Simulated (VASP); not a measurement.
Set up this calculation in VASP 6.6.1, as the native input.

```yaml
Task: single point
Functional: BLYP
Dispersion: D3(BJ)
Potentials_or_basis: VASP PAW PBE potentials, release 64 (Hg, Te)
Cutoff: 520 eV
k_mesh: 6 × 6 × 6
Occupations: fermi-dirac, width 0.05 eV
Spin: no spin polarisation
Dipole_correction: no
Further_INCAR_settings: ALGO = Normal; EDIFF = 1e-06; NBANDS = 16
```

The structure of HgTe lies in POSCAR:

```
HgTe
1.0
   -2.8750661388      2.8750661388      1.7104777704
    2.8750661388     -2.8750661388      1.7104777704
    2.8750661388      2.8750661388     -1.7104777704
Hg Te
1 1
Direct
    0.2500000000      0.7500000000      0.5000000000
    0.0000000000      0.0000000000      0.0000000000
```

These files were run (other wordings do the same):

INCAR

```
SYSTEM = HgTe
PREC = Accurate ; ENCUT = 520
EDIFF = 1E-6 ; ISMEAR = -1
SIGMA = 0.05 ; LREAL = .FALSE.
LASPH = .TRUE. ; NELM = 100
ALGO = Normal ; ISIF = 2
LWAVE = .FALSE. ; LCHARG = .TRUE.
GGA = B5 ; ALDAX = 1.0
AGGAX = 1.0 ; AGGAC = 1.0
ALDAC = 0.0 ; IVDW = 12
VDW_S6 = 1.0 ; VDW_S8 = 2.6996
VDW_A1 = 0.4298 ; VDW_A2 = 4.2359
LELF = .TRUE. ; LVHAR = .TRUE.
NBANDS = 16
```

KPOINTS

```
regular mesh
0
G
  6 6 6
  0 0 0
```

Potentials or basis: VASP PAW PBE potentials, release 64 (Hg, Te).

Launch:

```sh
$ cat potpaw_PBE.64/Hg/POTCAR potpaw_PBE.64/Te/POTCAR > POTCAR
$ mpirun -np 1 vasp_std > vasp.out
```

It gave:

```json
{
 "Pressure": "0.3 GPa",
 "Band gap on the k mesh": "zero (band 9 reaches 6.50 eV, above the bottom of band 10 at 3.16 eV)",
 "Dispersion energy per atom": "-1.039 eV"
}
```

Caveat: the PAW data sets were made with another functional, which shifts forces and pressure a little; spin-orbit coupling is left out, which moves the levels of the heavy elements; pairwise dispersion overbinds metals, which lowers pressure and volume.

Run time: 21 s on 1 thread of Intel(R) Xeon(R) 6975P-C (Granite Rapids) (shared host), peak memory 0.21 GiB.
